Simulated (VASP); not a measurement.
Runs of VASP 6.6.1 on Ti3Se. The structure is that of space group P-6m2 (No. 187), or close to it. The cells are those of the table. 

```tsv
task	level	cell	cutoff (eV)	gap on the mesh (eV)	pressure (GPa)	largest force (eV/Å)
single point	PBEsol	a = 3.066, b = 3.066, c = 7.713 Å, angles 90.0, 90.0, 120.0°, 4 atoms	520	none	10.1	0.04
single point	PBE	a = 3.176, b = 3.176, c = 7.889 Å, angles 90.0, 90.0, 120.0°, 4 atoms	520	none	(b)	0.11
relaxation of cell and atoms	PBEsol	relaxed to 2 GPa from a = 3.197, b = 3.197, c = 7.943 Å, angles 90.0, 90.0, 120.0°, 4 atoms	600	none	2.0	0.01
single point	PBE	a = 3.219, b = 3.219, c = 7.995 Å, angles 90.0, 90.0, 120.0°, 4 atoms	520	none	(a)	0.01
single point	PBEsol	a = 3.154, b = 3.154, c = 7.835 Å, angles 90.0, 90.0, 120.0°, 4 atoms	520	none	0.3	0.06
```

Alike in all rows: potentials or basis VASP PAW PBE potentials, release 64 (Se, Ti_sv); no spin polarisation; k mesh 10 × 10 × 4; smearing fermi-dirac 0.05 eV.

**Question.** Fill in the values left out.

**Answer.** (a) -2.0; (b) 2.5.

Caveats: the PAW data sets were made with another functional, which shifts forces and pressure a little (some runs); the cell is relaxed towards a set pressure, so the enthalpy falls and the energy may rise (some runs).

A k mesh can miss the band edges, and the runs leave out spin-orbit coupling on Se.

A gap of «none» marks levels without a gap at the run's occupations.
